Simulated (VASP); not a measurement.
Write the native input for VASP 6.6.1 that does the following.

| Item | Value |
| --- | --- |
| Task | single point |
| Functional | PBE |
| Potentials or basis | VASP PAW PBE potentials, release 64 (Zn, Au) |
| Cutoff | 520 eV |
| k mesh | 12 × 12 × 12 |
| Occupations | fermi-dirac, width 0.05 eV |
| Spin | no spin polarisation |
| Dipole correction | no |
| k mesh for the DOS | 18 × 18 × 18 |
| Occupations for the DOS | tetrahedron |
| Further INCAR settings | ALGO = Normal; EDIFF = 1e-06; NBANDS = 18 |

The system is ZnAu.

```
Zn Au
1.0
     3.14700    0.00000    0.00000
     0.00000    3.14700    0.00000
     0.00000    0.00000    3.14700
Zn Au
1 1
Direct
  0.50000 0.50000 0.50000
  0.00000 0.00000 0.00000
```

The input as run:

POSCAR

```
ZnAu
1.0
    3.1470000000      0.0000000000      0.0000000000
    0.0000000000      3.1470000000      0.0000000000
    0.0000000000      0.0000000000      3.1470000000
Zn Au
1 1
Direct
    0.5000000000      0.5000000000      0.5000000000
    0.0000000000      0.0000000000      0.0000000000
```

INCAR.step1

```
SYSTEM = ZnAu
PREC     = Accurate       ! precision mode
ENCUT    = 520            ! plane-wave cutoff, eV
EDIFF    = 1E-6           ! SCF threshold, eV
ISMEAR   = -1             ! smearing method
SIGMA    = 0.05           ! smearing width, eV
LREAL    = .FALSE.        ! projectors in reciprocal space
LASPH    = .TRUE.         ! aspherical terms in the spheres
NELM     = 100            ! most SCF steps
ALGO     = Normal         ! electronic algorithm
ISIF     = 2              ! what is computed and relaxed
LWAVE    = .FALSE.        ! write WAVECAR
LCHARG   = .TRUE.         ! write CHGCAR
LMAXMIX  = 4              ! l up to which the mixer works
GGA      = PE             ! functional
NBANDS   = 18             ! bands
```

KPOINTS.step1

```
regular mesh
0
G
  12 12 12
  0 0 0
```

INCAR.step2

```
SYSTEM = ZnAu
PREC     = Accurate       ! precision mode
ENCUT    = 520            ! plane-wave cutoff, eV
EDIFF    = 1E-6           ! SCF threshold, eV
ISMEAR   = -5             ! smearing method
SIGMA    = 0.05           ! smearing width, eV
LREAL    = .FALSE.        ! projectors in reciprocal space
LASPH    = .TRUE.         ! aspherical terms in the spheres
NELM     = 100            ! most SCF steps
ALGO     = Normal         ! electronic algorithm
ISIF     = 2              ! what is computed and relaxed
LWAVE    = .FALSE.        ! write WAVECAR
LCHARG   = .FALSE.        ! write CHGCAR
LMAXMIX  = 4              ! l up to which the mixer works
GGA      = PE             ! functional
LORBIT   = 10             ! projections on sites
NBANDS   = 18             ! bands
NEDOS    = 1001           ! points of the DOS
ICHARG   = 11             ! starting density
```

KPOINTS.step2

```
regular mesh
0
G
  18 18 18
  0 0 0
```

Potentials or basis: VASP PAW PBE potentials, release 64 (Zn, Au).

Command:

```console
$ cat potpaw_PBE.64/Zn/POTCAR potpaw_PBE.64/Au/POTCAR > POTCAR
$ cp INCAR.step1 INCAR
$ cp KPOINTS.step1 KPOINTS
$ mpirun -np 1 vasp_std > vasp.out
$ cp INCAR.step2 INCAR
$ cp KPOINTS.step2 KPOINTS
$ mpirun -np 1 vasp_std > vasp.out
```

It gave:

- Valence electrons inside the program's atomic spheres: Zn 10.74; Au 9.73

It took 96 s on 1 thread of Intel Xeon 8259CL (shared host), peak memory 0.24 GiB.
